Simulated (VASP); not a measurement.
Crystal: GaN (kk07).

```
Ga N
1.0
     0.00000    2.25350    2.25350
     2.25350    0.00000    2.25350
     2.25350    2.25350    0.00000
Ga N
1 1
Direct
  0.00000 0.00000 0.00000
  0.25000 0.25000 0.25000
```

* Program: VASP 6.6.1
* Task: relaxation of cell and atoms
* Functional: LDA
* Potentials or basis: VASP PAW LDA potentials, release 64 (Ga_d, N)
* Cutoff: 600 eV
* k mesh: 14 × 14 × 14
* Occupations: gaussian, width 0.02 eV
* Spin: no spin polarisation

At the start: pressure -5.6 GPa; volume 11.44 Å³/atom.

Problem. Where does the relaxation end?

Solution. Over 6 steps the energy falls by 6.0 meV/atom and the volume is 11.12 Å³/atom (-2.9 %); space group F-43m (No. 216, to 0.05 Å).

Step by step:
```
step  energy change (eV)  largest force (eV/Å)  pressure (GPa)  volume (Å³)
   1              0.0000                0.0000           -5.59        22.89
   2             -0.0003                0.0000            6.10        21.59
   3             -0.0120                0.0000            0.07        22.22
   4             -0.0120                0.0000           -0.17        22.23
   5             -0.0120                0.0000           -0.18        22.23
   6             -0.0120                0.0000            0.00        22.23
```

Final structure:
```xyz
2
Lattice="0.0000 2.2317 2.2317 2.2317 0.0000 2.2317 2.2317 2.2317 0.0000" Properties=species:S:1:pos:R:3 pbc="T T T"
Ga    0.0000    0.0000    0.0000
N     1.1159    1.1159    1.1159
```
